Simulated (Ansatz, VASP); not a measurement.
## Two plane-wave programs on BaHCl

The input INCAR:

```
PREC = Accurate ; ENCUT = 600
EDIFF = 1E-6 ; ISMEAR = 0
SIGMA = 0.02 ; LREAL = False
LASPH = True ; NELM = 80
ALGO = Normal ; ISIF = 3
LWAVE = False ; LCHARG = False
GGA = CA ; IBRION = 2
NSW = 100 ; EDIFFG = -0.005
```

KPOINTS

```
regular mesh
0
Gamma
  6 6 4
```

POSCAR

```
BaHCl
1.0
    4.4080000000      0.0000000000      0.0000000000
    0.0000000000      4.4080000000      0.0000000000
    0.0000000000      0.0000000000      7.2020000000
Ba H Cl
2 2 2
Direct
    0.0000000000      0.5000000000      0.2150000000
    0.5000000000      0.0000000000      0.7850000000
    0.0000000000      0.0000000000      0.0000000000
    0.5000000000      0.5000000000      0.0000000000
    0.0000000000      0.5000000000      0.6500000000
    0.5000000000      0.0000000000      0.3500000000
```

Input for Ansatz:

```yaml
crystal:
  lattice:
    - [4.408, 0.0, 0.0]
    - [0.0, 4.408, 0.0]
    - [0.0, 0.0, 7.202]
  atoms:
    - { symbol: Ba, position: [0.0, 0.5, 0.215] }
    - { symbol: Ba, position: [0.5, 0.0, 0.785] }
    - { symbol: H, position: [0.0, 0.0, 0.0] }
    - { symbol: H, position: [0.5, 0.5, 0.0] }
    - { symbol: Cl, position: [0.0, 0.5, 0.65] }
    - { symbol: Cl, position: [0.5, 0.0, 0.35] }
basis:
  ecutwfc: 420
kpoints:
  mp_grid: { grid: [6, 6, 4] }
hamiltonian:
  xc: lda
scf:
  occupations: { method: gaussian, width: 0.02 }
output:
  forces: true
  stress: true
  eigenvalues: true
  write_density: true
  write_potential: true
  elf: true
  volumetric_format: npy
relax:
  adjacent_minimum: "off"
  f_tol: 0.005
  max_steps: 80
  cell: { stress_tol: 0.05 }
```

Alike in both runs: task relaxation of cell and atoms; functional LDA; k mesh 6 × 6 × 4; occupations gaussian, width 0.02 eV; no spin polarisation.

|  | VASP | Ansatz |
| --- | --- | --- |
| version | VASP 6.6.1 | Ansatz 0.2.0 |
| potentials or method | VASP PAW LDA potentials, release 64 (Ba_sv, H, Cl), cutoff 600 eV | scalar-relativistic, plane waves, PAW |
| valence electrons in the cell | 36 | 36 |

Ansatz gave:

```
gap on the k mesh at the Fermi level, each at its own relaxed structure (eV)  : 2.72
relaxed volume (Å³/atom)                                                      : 21.31
relaxed length of the cell vector where the two differ most in proportion (Å) : 6.957
```

Question: Which values does VASP return?

Answer: gap on the k mesh at the Fermi level, each at its own relaxed structure (eV): 2.79; relaxed volume (Å³/atom): 21.70; relaxed length of the cell vector where the two differ most in proportion (Å): 7.029.

LDA's correlation is that of Perdew and Zunger in VASP and of Perdew and Wang (1992) in Ansatz.

Neither program's run includes spin-orbit coupling.
